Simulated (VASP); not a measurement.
## TaN: single point with RPBE

TaN:

```
Ta N
1.0
     5.19100    0.00000    0.00000
    -2.59550    4.49554    0.00000
     0.00000    0.00000    2.90800
Ta N
3 3
Direct
  0.00000 0.00000 0.00000
  0.33333 0.66667 0.50000
  0.66667 0.33333 0.50000
  0.50000 0.00000 0.00000
  0.00000 0.50000 0.00000
  0.50000 0.50000 0.00000
```

```yaml
Program: VASP 6.6.1
Task: single point
Functional: RPBE
Potentials_or_basis: VASP PAW PBE potentials, release 64 (Ta_pv, N)
Cutoff: 600 eV
k_mesh: 3 × 3 × 4
Occupations: methfessel-paxton, width 0.25 eV
Spin: no spin polarisation
Dipole_correction: no
Further_INCAR_settings: ALGO = Normal; EDIFF = 1e-06; NBANDS = 33
```

* Pressure: 14.8 GPa
* Band gap on the k mesh: zero (bands 24 and 25 overlap by 2.13 eV)

Stress tensor (GPa, compression positive):
```
11.97  0.00  0.00
 0.00 11.97  0.00
 0.00  0.00 20.45
```

Levels at points of the mesh, in eV from the Fermi level:
```csv
k point,band 22,band 23,band 24,band 25,band 26,band 27
"(0.00, 0.00, 0.00)",-2.16,-1.74,-0.92,-0.92,1.13,1.13
"(0.00, 0.00, 0.50)",-2.78,-1.58,1.21,1.21,1.78,2.17
```

Run time: 19 s on 1 thread of Intel(R) Xeon(R) Platinum 8488C (Sapphire Rapids), with other jobs on the host, peak memory 0.19 GiB.

Caveat: the k points lie up to 0.54 Å⁻¹ apart, too coarse for converged energies and pressures of a metal; so wide a smearing shifts energies and pressures; the PAW data sets were made with another functional, which shifts forces and pressure a little; spin-orbit coupling is left out, which moves the levels of the heavy elements.
